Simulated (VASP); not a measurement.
# SiNi: single point with PBE

SiNi:

```
Ni Si
1.0
     5.17310    0.00000    0.00000
     0.00000    3.33810    0.00000
     0.00000    0.00000    5.60490
Ni Si
4 4
Cartesian
  5.1328 2.5036 4.5539
  2.6268 0.8345 1.7514
  2.5463 2.5036 3.8535
  0.0403 0.8345 1.0510
  3.5111 0.8345 5.1425
  4.2486 2.5036 2.3400
  0.9245 0.8345 3.2649
  1.6620 2.5036 0.4624
```

```yaml
Program: VASP 6.6.1
Task: single point
Functional: PBE
Potentials_or_basis: VASP PAW PBE potentials, release 64 (Ni, Si)
Cutoff: 520 eV
k_mesh: 5 × 8 × 5
Occupations: gaussian, width 0.014 eV
Spin: collinear spin, ferromagnetic start
Starting_moments: "[1.0, 1.0, 1.0, 1.0, 0.0, 0.0, 0.0, 0.0] μB"
```

```yaml
Pressure: 1.7 GPa
Largest_force: 0.057 eV/Å
Band_gap_on_the_k_mesh: zero (filled and empty bands overlap)
Net_moment: 0.00 μB per cell
Valence_electrons_inside_the_program's_atomic_spheres: Ni 9.58; Si 1.61
```

Forces in eV/Å, atoms in the order of the input:
```
Ni  -0.045  0.000 -0.035
Ni   0.045  0.000 -0.035
Ni  -0.045  0.000  0.035
Ni   0.045  0.000  0.035
Si  -0.001  0.000 -0.043
Si   0.001  0.000 -0.043
Si  -0.001  0.000  0.043
Si   0.001  0.000  0.043
```

Stress tensor (GPa, compression positive):
```
-0.26  0.00  0.00
 0.00  3.72  0.00
 0.00  0.00  1.79
```

Levels at points of the mesh, in eV from the Fermi level:
Spin up:
| k point | band 24 | band 25 | band 26 | band 27 | band 28 | band 29 | band 30 | band 31 | band 32 | band 33 |
| --- | --- | --- | --- | --- | --- | --- | --- | --- | --- | --- |
| (0.00, 0.00, 0.00) | -1.97 | -1.86 | -1.20 | -1.00 | -0.98 | 0.54 | 1.20 | 3.37 | 4.05 | 4.17 |
| (0.00, 0.50, 0.00) | -2.09 | -1.86 | -1.86 | -1.43 | -1.43 | -0.63 | -0.63 | 1.98 | 1.98 | 2.52 |
Spin down:
```tsv
k point	band 26	band 27	band 28	band 29	band 30	band 31
(0.00, 0.00, 0.00)	-1.20	-1.00	-0.98	0.54	1.20	3.37
(0.00, 0.50, 0.00)	-1.86	-1.43	-1.43	-0.63	-0.63	1.98
```

Wall time 12 min on 1 thread of Intel Xeon 8259CL, on a shared host, peak memory 0.41 GiB.

Caveat: the moments typed at the start vanished in this run.
